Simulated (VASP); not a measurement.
# HgTe in VASP: further runs, part 2 of 2

VASP 6.6.1.

## 3. Electric field gradients, PBE (zz strain of +2 %)

INCAR

```
SYSTEM = HgTe
PREC = Accurate
ENCUT = 520
EDIFF = 1E-8
ISMEAR = -1
SIGMA = 0.03
LREAL = .False.
LASPH = .True.
NELM = 60
ALGO = Normal
ISIF = 2
LWAVE = .False.
LCHARG = .False.
GGA = PE
LEFG = .True.
NBANDS = 16
```

KPOINTS

```
Automatic mesh
0
Gamma
  11 11 11
  0 0 0
```

POSCAR

```
HgTe
1.0
    0.0000000000      3.2235000000      3.2879700000
    3.2235000000      0.0000000000      3.2879700000
    3.2235000000      3.2235000000      0.0000000000
Hg Te
1 1
Direct
    0.0000000000      0.0000000000      0.0000000000
    0.7500000000      0.7500000000      0.7500000000
```

Potentials or basis: VASP PAW PBE potentials, release 64 (Hg, Te).

Command:

```
> cat potpaw_PBE.64/Hg/POTCAR potpaw_PBE.64/Te/POTCAR > POTCAR
> mpirun -np 1 vasp_std > vasp.out
```

OUTCAR:

```text
SYSTEM = HgTe
   PREC = Accurate
   ENCUT = 520
   EDIFF = 1E-8
   ISMEAR = -1
   LREAL = .False.
   LASPH = .True.
   NELM = 60
   ISIF = 2
   GGA = PE

 ion  position               nearest neighbor table
   1  0.000  0.000  0.000-   2 2.81   2 2.81   2 2.81   2 2.81
   2  0.750  0.750  0.750-   1 2.81   1 2.81   1 2.81   1 2.81

  LATTYP: Found a body centered tetragonal cell.
 ALAT       =     4.5587174183
 C/A-ratio  =     1.4424978336

  Lattice vectors:

 A1 = (  -3.2235000000,   0.0000000000,   3.2879700000)
 A2 = (   3.2235000000,   0.0000000000,   3.2879700000)
 A3 = (   0.0000000000,   3.2235000000,  -3.2879700000)

Analysis of symmetry for initial positions (statically):
=====================================================================
 Subroutine PRICEL returns:
 Original cell was already a primitive cell.

 Routine SETGRP: Setting up the symmetry group for a
 body centered tetragonal supercell.

 Subroutine GETGRP returns: Found  8 space group operations
 (whereof  8 operations were pure point group operations)
 out of a pool of 16 trial point group operations.

The static configuration has the point symmetry D_2d.

Analysis of symmetry for dynamics (positions and initial velocities):
=====================================================================
 Subroutine PRICEL returns:
 Original cell was already a primitive cell.

 Routine SETGRP: Setting up the symmetry group for a
 body centered tetragonal supercell.

 Subroutine GETGRP returns: Found  8 space group operations
 (whereof  8 operations were pure point group operations)
 out of a pool of 16 trial point group operations.

The dynamic configuration has the point symmetry D_2d.

 Subroutine INISYM returns: Found  8 space group operations
 (whereof  8 operations are pure point group operations),
 and found     1 'primitive' translations

----------------------------------------------------------------------------------------

                                     Primitive cell

  volume of cell :      68.3303

  direct lattice vectors                    reciprocal lattice vectors
     0.000000000  3.223500000  3.287970000    -0.155110904  0.155110904  0.152069514
     3.223500000  0.000000000  3.287970000     0.155110904 -0.155110904  0.152069514
     3.223500000  3.223500000  0.000000000     0.155110904  0.155110904 -0.152069514

  length of vectors
     4.604530266  4.604530266  4.558717418     0.266915572  0.266915572  0.266915572

  position of ions in fractional coordinates (direct lattice)
     0.000000000  0.000000000  0.000000000
     0.750000000  0.750000000  0.750000000

  ion indices of the primitive-cell ions
   primitive index   ion index
                 1           1
                 2           2

----------------------------------------------------------------------------------------

 KPOINTS: Automatic mesh

[... 72 lines left out ...]
   NFREE  =      0    steps in history (QN), initial steepest desc. (CG)
   ISIF   =      2    stress and relaxation
   ISYM   =      2    0-nonsym 1-usesym 2-fastsym
   POTIM  = 0.5000    time-step for ionic-motion
   TEBEG  =    0.0;   TEEND  =   0.0 temperature during run
   PSTRESS=    0.0 pullay stress
   NELECT =      18.0000    total number of electrons
   NUPDOWN=      -1.0000    fix difference up-down
   EMIN   =  10.00;   EMAX   =-10.00  energy-range for DOS
   EFERMI =   0.00;   METHOD = LEGACY
   ISMEAR =    -1;   SIGMA  =   0.03  broadening in eV -4-tet -1-fermi 0-gaus
   EFERMI_NEDOS =   21; number of points for ismear=-14 and -15
   IALGO  =     38    algorithm
   IMIX   =      4    mixing-type and parameters
     AMIX     =   0.40;   BMIX     =  1.00
     AMIX_MAG =   1.60;   BMIX_MAG =  1.00
  volume/ion in A,a.u.               =      34.17       230.56
  Fermi-wavevector in a.u.,A,eV,Ry     =   1.049449  1.983171 14.984679  1.101343
  Thomas-Fermi vector in A             =   2.184412
   LORBIT       =      0    0 simple, 1 ext, 2 COOP (PROOUT), +10 PAW based schemes
   GGA     = PE    functional components
   LHFCALC =     F    Hartree Fock is set to
   AEXX    =    0.0000 exact exchange contribution
   IVDW    =     0    specifies the selected vdW correction
   LEPSILON=     F    determine dielectric tensor
   LRPA    =     F    only Hartree local field effects (RPA)
 non-spin polarized calculation
  energy-cutoff  :      520.00
  volume of cell :       68.33
 maximum number of plane-waves:      1864
   NGX = 17   NGY = 17   NGZ = 17

 number of electron      18.0000002 magnetization

 Free energy of the ion-electron system (eV)
  ---------------------------------------------------
  ext. energy  EPLUGINS =         0.00000000
  ---------------------------------------------------
  free energy    TOTEN  =        -3.60217618 eV

  energy without entropy =       -3.60204434  energy(sigma->0) =       -3.60211026

 E-fermi :   3.0133     XC(G=0):  -8.6896

 val. band max:        2.9932142364   @ k =   0.0000   0.0000   0.0000
 cond. band min:       3.4447980212   @ k =   0.0909   0.0000   0.0000
 fundamental gap:      0.4515837849
 Fermi energy:         3.0133359339

 k-point     1 :       0.0000    0.0000    0.0000
  band No.  band energies     occupation
      1      -8.9299      2.00000
      2      -4.3163      2.00000
      3      -4.3114      2.00000
      4      -4.3114      2.00000
      5      -3.8046      2.00000
      6      -3.7913      2.00000
[... 433 lines left out ...]
      3      -4.2096      2.00000
      4      -4.1026      2.00000
      5      -3.8159      2.00000
      6      -3.7682      2.00000
[... 8 lines left out ...]
     15      12.1135      0.00000
     16      12.3398      0.00000

 [... further k-points ...]

------------------------ aborting loop because EDIFF is reached ----------------------------------------

  FORCE on cell =-STRESS in cart. coord.  units (eV):
  Direction    XX          YY          ZZ          XY          YZ          ZX
  --------------------------------------------------------------------------------------
  -------------------------------------------------------------------------------------
  Total        1.3622145      1.3622145      1.2502839      0.0000000     -0.0000000      0.0000000
  in kB       31.9405859     31.9405859     29.3160892      0.0000000     -0.0000000      0.0000000
  external PRESSURE =      31.0657537 kB  Pullay stress =       0.0000000 kB

 VOLUME and BASIS-vectors are now :
 -----------------------------------------------------------------------------
  energy-cutoff  :      520.00
  volume of cell :       68.33
      direct lattice vectors                 reciprocal lattice vectors
     0.000000000  3.223500000  3.287970000    -0.155110904  0.155110904  0.152069514
     3.223500000  0.000000000  3.287970000     0.155110904 -0.155110904  0.152069514
     3.223500000  3.223500000  0.000000000     0.155110904  0.155110904 -0.152069514

 POSITION                                       TOTAL-FORCE (eV/Angst)
 -----------------------------------------------------------------------------------
      0.00000      0.00000      0.00000         0.000000      0.000000     -0.000000
      4.83525      4.83525      4.93196        -0.000000     -0.000000      0.000000
 -----------------------------------------------------------------------------------
    total drift:                                0.000000      0.000000      0.000000

  FREE ENERGIE OF THE ION-ELECTRON SYSTEM (eV)
  ---------------------------------------------------
  free  energy   TOTEN  =        -3.6021761778 eV

  energy  without entropy=       -3.6020443382  energy(sigma->0) =       -3.60211026

 Electric field gradients (V/A^2)
---------------------------------------------------------------------
 ion       V_xx      V_yy      V_zz      V_xy      V_xz      V_yz
---------------------------------------------------------------------
   1       6.249     6.249   -12.497    -0.000    -0.000    -0.000
   2      -5.119    -5.119    10.238    -0.000    -0.000    -0.000
---------------------------------------------------------------------

 Electric field gradients after diagonalization (V/A^2)
 (convention: |V_zz| > |V_xx| > |V_yy|)
----------------------------------------------------------------------
 ion       V_xx      V_yy      V_zz     asymmetry (V_yy - V_xx)/ V_zz
----------------------------------------------------------------------
   1       6.249     6.248   -12.497       0.000
   2      -5.119    -5.119    10.238       0.000
----------------------------------------------------------------------

           NMR quadrupolar parameters

 Cq : quadrupolar parameter    Cq=e*Q*V_zz/h
 eta: asymmetry parameters     (V_yy - V_xx)/ V_zz
 Q  : nuclear electric quadrupole moment in mb (millibarn)
----------------------------------------------------------------------
 ion       Cq(MHz)       eta       Q (mb)
----------------------------------------------------------------------
   1      -0.030       0.000       1.000
   2       0.025       0.000       1.000
----------------------------------------------------------------------
```

Wall time 4.2 min (1 thread of Intel Xeon 8259CL, shared host); peak memory 0.3 GiB.

Results:

| Quantity | Value |
| --- | --- |
| Free energy | -3.6022 eV |
| Pressure | 3.1 GPa |
| Band gap on the k mesh | zero (filled and empty bands touch) |
| Largest electric field gradient by atom | Hg -12.5; Te +10.2 V/Å² |

Electric field gradients, principal values (V/Å²):
```
atom   least  middle  greatest (by size)
1 Hg   6.248   6.249             -12.497
2 Te  -5.119  -5.119              10.238
```

Caveat: the cell differs from its parent crystal (zz strain of +2 %); the cell stands under pressure; semilocal functionals underestimate gaps, and a narrow one can read as zero; without QUAD_EFG the Cq values of the log hold for a quadrupole moment of 1 mb, not for the nuclei; spin-orbit coupling is left out, which moves the levels of the heavy elements.

## 4. Electric field gradients, PBE (33.16 Å³/atom)

This run uses another cell than the first one, of 33.16 Å³/atom.

INCAR

```
ALGO = Normal ; EDIFF = 1E-8
ENCUT = 520 ; GGA = PE
ISIF = 2 ; ISMEAR = -1
LASPH = T ; LCHARG = F
LEFG = T ; LREAL = F
LWAVE = F ; NBANDS = 16
NELM = 80 ; PREC = Accurate
SIGMA = 0.03
```

KPOINTS

```
k-points
0
Gamma
  11 11 11
```

POSCAR

```
HgTe
1.0
    0.0000000000      3.2127189830      3.2127189830
    3.2127189830      0.0000000000      3.2127189830
    3.2127189830      3.2127189830      0.0000000000
Hg Te
1 1
Direct
    0.0000000000      0.0000000000      0.0000000000
    0.7500000000      0.7500000000      0.7500000000
```

Potentials or basis: VASP PAW PBE potentials, release 64 (Hg, Te).

Command:

```
> cat potpaw_PBE.64/Hg/POTCAR potpaw_PBE.64/Te/POTCAR > POTCAR
> mpirun -np 1 vasp_std > vasp.out
```

OUTCAR:

```text
EDIFF = 1E-8
   ENCUT = 520
   GGA = PE
   ISIF = 2
   ISMEAR = -1
   LASPH = T
   LREAL = F
   NELM = 80
   PREC = Accurate

 ion  position               nearest neighbor table
   1  0.000  0.000  0.000-   2 2.78   2 2.78   2 2.78   2 2.78
   2  0.750  0.750  0.750-   1 2.78   1 2.78   1 2.78   1 2.78

  LATTYP: Found a face centered cubic cell.
 ALAT       =     6.4254379660

  Lattice vectors:

 A1 = (   0.0000000000,   3.2127189830,   3.2127189830)
 A2 = (   3.2127189830,   0.0000000000,   3.2127189830)
 A3 = (   3.2127189830,   3.2127189830,   0.0000000000)

[... 667 lines left out ...]
  free  energy   TOTEN  =        -3.5536940802 eV

  energy  without entropy=       -3.5535571763  energy(sigma->0) =       -3.55362563

 Electric field gradients (V/A^2)
---------------------------------------------------------------------
 ion       V_xx      V_yy      V_zz      V_xy      V_xz      V_yz
---------------------------------------------------------------------
   1      -0.000     0.000    -0.000    -0.000    -0.000    -0.000
   2       0.000     0.000    -0.000    -0.000    -0.000    -0.000
---------------------------------------------------------------------

 Electric field gradients after diagonalization (V/A^2)
 (convention: |V_zz| > |V_xx| > |V_yy|)
----------------------------------------------------------------------
 ion       V_xx      V_yy      V_zz     asymmetry (V_yy - V_xx)/ V_zz
----------------------------------------------------------------------
   1       0.000     0.000    -0.001       0.000
   2       0.000     0.000    -0.000       0.000
----------------------------------------------------------------------

           NMR quadrupolar parameters

 Cq : quadrupolar parameter    Cq=e*Q*V_zz/h
 eta: asymmetry parameters     (V_yy - V_xx)/ V_zz
 Q  : nuclear electric quadrupole moment in mb (millibarn)
----------------------------------------------------------------------
 ion       Cq(MHz)       eta       Q (mb)
----------------------------------------------------------------------
   1      -0.000       0.000       1.000
   2      -0.000       0.000       1.000
----------------------------------------------------------------------
```

It took 2.2 min on 1 thread of Intel Xeon 8259CL, shared host; peak memory 0.24 GiB.

Results:

```
Free energy                             : -3.5537 eV
Pressure                                : 4.7 GPa
Band gap on the k mesh                  : zero (filled and empty bands touch)
Largest electric field gradient by atom : under 0.05 V/Å² on every atom
```

Caveat: the cell stands under pressure; semilocal functionals underestimate gaps, and a narrow one can read as zero; spin-orbit coupling is left out, which moves the levels of the heavy elements.

## 5. Electric field gradients, PBE (33.83 Å³/atom)

This run uses another cell than the first one, of 33.83 Å³/atom.

INCAR

```
SYSTEM = HgTe
  PREC = Accurate
  ENCUT = 520
  EDIFF = 1E-8
  ISMEAR = -1
  SIGMA = 0.03
  LREAL = .False.
  LASPH = .True.
  NELM = 60
  ALGO = Normal
  ISIF = 2
  LWAVE = .False.
  LCHARG = .False.
  GGA = PE
  LEFG = .True.
  NBANDS = 16
```

KPOINTS

```
Automatic mesh
0
Gamma
  11 11 11
  0 0 0
```

POSCAR

```
HgTe
1.0
    0.0000000000      3.2342093810      3.2342093810
    3.2342093810      0.0000000000      3.2342093810
    3.2342093810      3.2342093810      0.0000000000
Hg Te
1 1
Direct
    0.0000000000      0.0000000000      0.0000000000
    0.7500000000      0.7500000000      0.7500000000
```

Potentials or basis: VASP PAW PBE potentials, release 64 (Hg, Te).

Command:

```
> cat potpaw_PBE.64/Hg/POTCAR potpaw_PBE.64/Te/POTCAR > POTCAR
> mpirun -np 1 vasp_std > vasp.out
```

OUTCAR:

```text
SYSTEM = HgTe
   PREC = Accurate
   ENCUT = 520
   EDIFF = 1E-8
   ISMEAR = -1
   LREAL = .False.
   LASPH = .True.
   NELM = 60
   ISIF = 2
   GGA = PE

 ion  position               nearest neighbor table
   1  0.000  0.000  0.000-   2 2.80   2 2.80   2 2.80   2 2.80
   2  0.750  0.750  0.750-   1 2.80   1 2.80   1 2.80   1 2.80

  LATTYP: Found a face centered cubic cell.
 ALAT       =     6.4684187620

  Lattice vectors:

 A1 = (   0.0000000000,   3.2342093810,   3.2342093810)
 A2 = (   3.2342093810,   0.0000000000,   3.2342093810)
[... 668 lines left out ...]
  ---------------------------------------------------
  free  energy   TOTEN  =        -3.5887038697 eV

  energy  without entropy=       -3.5885624866  energy(sigma->0) =       -3.58863318

 Electric field gradients (V/A^2)
---------------------------------------------------------------------
 ion       V_xx      V_yy      V_zz      V_xy      V_xz      V_yz
---------------------------------------------------------------------
   1      -0.000    -0.000    -0.000    -0.000    -0.000    -0.000
   2      -0.000     0.000     0.000    -0.000    -0.000    -0.000
---------------------------------------------------------------------

 Electric field gradients after diagonalization (V/A^2)
 (convention: |V_zz| > |V_xx| > |V_yy|)
----------------------------------------------------------------------
 ion       V_xx      V_yy      V_zz     asymmetry (V_yy - V_xx)/ V_zz
----------------------------------------------------------------------
   1       0.000     0.000    -0.000       0.000
   2       0.000     0.000    -0.000       0.000
----------------------------------------------------------------------

           NMR quadrupolar parameters

 Cq : quadrupolar parameter    Cq=e*Q*V_zz/h
 eta: asymmetry parameters     (V_yy - V_xx)/ V_zz
 Q  : nuclear electric quadrupole moment in mb (millibarn)
----------------------------------------------------------------------
 ion       Cq(MHz)       eta       Q (mb)
----------------------------------------------------------------------
   1      -0.000       0.000       1.000
   2      -0.000       0.000       1.000
----------------------------------------------------------------------
```

OSZICAR:

```text
N       E                     dE             d eps       ncg     rms          rms(c)
DAV:   1     0.104376675123E+03    0.10438E+03   -0.80897E+03  1816   0.975E+02
DAV:   2    -0.188278846583E+00   -0.10456E+03   -0.98508E+02  2136   0.229E+02
DAV:   3    -0.376693980897E+01   -0.35787E+01   -0.35710E+01  2200   0.434E+01
DAV:   4    -0.380040950750E+01   -0.33470E-01   -0.33467E-01  2744   0.382E+00
DAV:   5    -0.380049269877E+01   -0.83191E-04   -0.83191E-04  2368   0.176E-01    0.764E+00
DAV:   6    -0.359691074570E+01    0.20358E+00   -0.39844E-01  2056   0.854E+00    0.604E+00
DAV:   7    -0.358942165502E+01    0.74891E-02   -0.99277E-02  2032   0.216E+00    0.219E+00
DAV:   8    -0.358864728996E+01    0.77437E-03   -0.10752E-02  2024   0.119E+00    0.539E-01
DAV:   9    -0.358866195663E+01   -0.14667E-04   -0.73082E-04  2352   0.313E-01    0.127E-01
DAV:  10    -0.358869085456E+01   -0.28898E-04   -0.85949E-05  2240   0.814E-02    0.497E-02
DAV:  11    -0.358870616042E+01   -0.15306E-04   -0.35873E-05  2160   0.459E-02    0.385E-02
DAV:  12    -0.358870408937E+01    0.20711E-05   -0.42530E-06  2040   0.181E-02    0.197E-02
DAV:  13    -0.358870393699E+01    0.15238E-06   -0.64641E-07  2232   0.398E-03    0.695E-03
DAV:  14    -0.358870380642E+01    0.13057E-06   -0.30917E-07  1968   0.535E-03    0.427E-03
DAV:  15    -0.358870381792E+01   -0.11504E-07   -0.37954E-08  2376   0.144E-03    0.258E-03
DAV:  16    -0.358870387534E+01   -0.57415E-07   -0.45312E-09  1568   0.479E-04    0.527E-04
DAV:  17    -0.358870386968E+01    0.56573E-08   -0.16525E-09  1360   0.243E-04
   1 F= -.35887039E+01 E0= -.35886332E+01  d E =-.141383E-03
```

stdout:

```text
POSCAR found type information on POSCAR HgTe
 POSCAR found :  2 types and       2 ions
 scaLAPACK will be used
 LDA part: xc-table for (Slater+PW92), standard interpolation
 POSCAR, INCAR and KPOINTS ok, starting setup
 FFT: planning ... GRIDC
 FFT: planning ... GRID_SOFT
 FFT: planning ... GRID
 WAVECAR not read
 entering main loop
ion   1

ion   2
```

Run time: 2.5 min. Hardware: 1 thread of Intel Xeon 8259CL, shared host; peak memory 0.24 GiB.

What came out:

```yaml
Free_energy: -3.5887 eV
Pressure: 3.6 GPa
Band_gap_on_the_k_mesh: zero (filled and empty bands touch)
Largest_electric_field_gradient_by_atom: under 0.05 V/Å² on every atom
```

Levels at points of the mesh, in eV from the Fermi level:
| k point | band 6 | band 7 | band 8 | band 9 | band 10 | band 11 | band 12 | band 13 |
| --- | --- | --- | --- | --- | --- | --- | --- | --- |
| (0.00, 0.00, 0.00) | -6.85 | -0.76 | -0.03 | -0.03 | -0.03 | 4.20 | 4.20 | 4.20 |

Caveat: the cell stands under pressure; semilocal functionals underestimate gaps, and a narrow one can read as zero; spin-orbit coupling is left out, which moves the levels of the heavy elements.

## 6. Summary

```csv
cell,gap on the mesh (eV),pressure (GPa)
"a = 4.605, b = 4.605, c = 4.559 Å, angles 60.3, 60.3, 59.3°, 2 atoms",none,3.1
"a = 4.543 Å, angles 60.0°, 2 atoms",none,4.7
"a = 4.574 Å, angles 60.0°, 2 atoms",none,3.6
```

Alike in all rows: task electric field gradients; level PBE; potentials or basis VASP PAW PBE potentials, release 64 (Hg, Te); no spin polarisation; k mesh 11 × 11 × 11; cutoff (eV) 520; smearing fermi-dirac 0.03 eV.

Caveats: the cell stands under pressure; semilocal functionals underestimate gaps, and a narrow one can read as zero; spin-orbit coupling is left out, which moves the levels of the heavy elements.

Absolute energies hang on the potentials; compare differences alone.

The gap in the log of VASP goes by the Fermi energy; the results here count the filled bands.